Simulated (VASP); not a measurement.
Ti9Ni7, 16 atoms in the cell. The cell holds a disordered packing, 16 atoms: a = 6.118 Å, b = 6.259 Å, c = 6.545 Å, α = 84.50°, β = 89.59°, γ = 89.29°. 

| Property | Result |
| --- | --- |
| Program | VASP 6.6.1 |
| Task | single point |
| Functional | PBE |
| Potentials or basis | VASP PAW PBE potentials, release 64 (Ti_sv, Ni) |
| Cutoff | 400 eV |
| k mesh | 1 × 1 × 1, shifted |
| Occupations | fermi-dirac, width 0.1663 eV |
| Spin | no spin polarisation |
| Dipole correction | no |
| Mended | yes |
| Further INCAR settings | LREAL = Auto; ALGO = Normal; EDIFF = 1e-06; NBANDS = 103; ISYM = -1 |

Potentials or basis: VASP PAW PBE potentials, release 64 (Ti_sv, Ni).

Command:

```sh
$ cat potpaw_PBE.64/Ti_sv/POTCAR potpaw_PBE.64/Ni/POTCAR > POTCAR
$ mpirun -np 1 vasp_std > vasp.out
```

Hardware: 1 thread of Intel(R) Xeon(R) Platinum 8375C CPU @ 2.90GHz (Ice Lake), on a shared host.

How long does it take, and how much memory?

Wall time 3.1 min on 1 thread of Intel(R) Xeon(R) Platinum 8375C CPU @ 2.90GHz (Ice Lake), on a shared host, peak memory 0.26 GiB. Counts: scf iterations 27, k points 1.
